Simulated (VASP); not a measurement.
Set up this calculation in VASP 6.6.1, as the native input.

- Task: single point
- Functional: PBE
- Dispersion: D3(BJ)
- Potentials or basis: VASP PAW PBE potentials, release 64 (Pt, Se)
- Cutoff: 520 eV
- k mesh: 12 × 12 × 10
- Occupations: gaussian, width 0.15 eV
- Spin: no spin polarisation
- Dipole correction: no
- Further INCAR settings: ALGO = Normal; EDIFF = 1e-07; NBANDS = 18

The structure of PtSe2 lies in POSCAR:

```
PtSe2
1.0
    3.7240006046      0.0000000000      0.0000000000
   -1.8620003023      3.2250791273      0.0000000000
    0.0000000000      0.0000000000      5.0620000000
Pt Se
1 2
Direct
    0.0000000000      0.0000000000      0.0119954102
    0.3333333333      0.6666666667      0.2351837218
    0.6666666667      0.3333333333      0.7351837218
```

This cell differs from its parent crystal: mode 9 (228.2 1/cm) frozen in, largest displacement +0.075 Å.

These files were run (other wordings do the same):

INCAR

```
SYSTEM = PtSe2
PREC = Accurate
ENCUT = 520
EDIFF = 1E-7
ISMEAR = 0
SIGMA = 0.15
LREAL = .FALSE.
LASPH = .TRUE.
NELM = 100
ALGO = Normal
ISIF = 2
LWAVE = .FALSE.
LCHARG = .TRUE.
GGA = PE
IVDW = 12
LELF = .TRUE.
LVHAR = .TRUE.
NBANDS = 18
```

KPOINTS

```
Automatic mesh
0
G
  12 12 10
  0 0 0
```

Potentials or basis: VASP PAW PBE potentials, release 64 (Pt, Se).

Command:

```bash
$ cat potpaw_PBE.64/Pt/POTCAR potpaw_PBE.64/Se/POTCAR > POTCAR
$ mpirun -np 1 vasp_std > vasp.out
```

It gave:

The pressure is 4.2 GPa, the largest force is 2.236 eV/Å and the band gap on the k mesh is zero (band 11 reaches 6.99 eV, above the bottom of band 12 at 6.34 eV). The dispersion energy per atom is -0.477 eV.

Caveat: the cell differs from its parent crystal (mode 9 (228.2 1/cm) frozen in, largest displacement +0.075 Å); spin-orbit coupling is left out, which moves the levels of the heavy elements; pairwise dispersion overbinds metals, which lowers pressure and volume; forces of over 1 eV/Å act on the atoms, so gaps and moduli don't describe the material at rest.

Run time: 2.6 min on 1 thread of AMD EPYC 7R43 64-Core Processor (Zen 3) (shared host), peak memory 0.29 GiB.
